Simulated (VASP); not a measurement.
Input of a VASP 6.6.1 run:

INCAR

```
  PREC = Accurate
  ENCUT = 520
  EDIFF = 1E-6
  ISMEAR = -1
  SIGMA = 0.03
  LREAL = F
  LASPH = T
  NELM = 60
  ALGO = Normal
  ISIF = 2
  LWAVE = F
  LCHARG = F
  GGA = PE
  NBANDS = 26
```

Contents of KPOINTS:

```
regular mesh
0
Gamma
  8 8 5
```

File POSCAR:

```
ZnS
1.0
    3.7982528711      0.0000000000      0.0000000000
   -1.8991264355      3.2893834763      0.0000000000
    0.0000000000      0.0000000000      6.2131503459
Zn S
2 2
Direct
    0.3333333333      0.6666666667      0.0000000000
    0.6666666667      0.3333333333      0.5000000000
    0.3333333333      0.6666666667      0.3850000000
    0.6666666667      0.3333333333      0.8850000000
```

Potentials or basis: VASP PAW PBE potentials, release 64 (Zn, S).

Command:

```sh
$ cat potpaw_PBE.64/Zn/POTCAR potpaw_PBE.64/S/POTCAR > POTCAR
$ mpirun -np 1 vasp_std > vasp.out
```

(1) What does it give for the largest force?

(2) What does it give for the band gap on the k mesh?

(3) Estimate the pressure.

Results:

(1) 0.335 eV/Å.

(2) 2.30 eV, direct.

(3) 3.3 GPa.
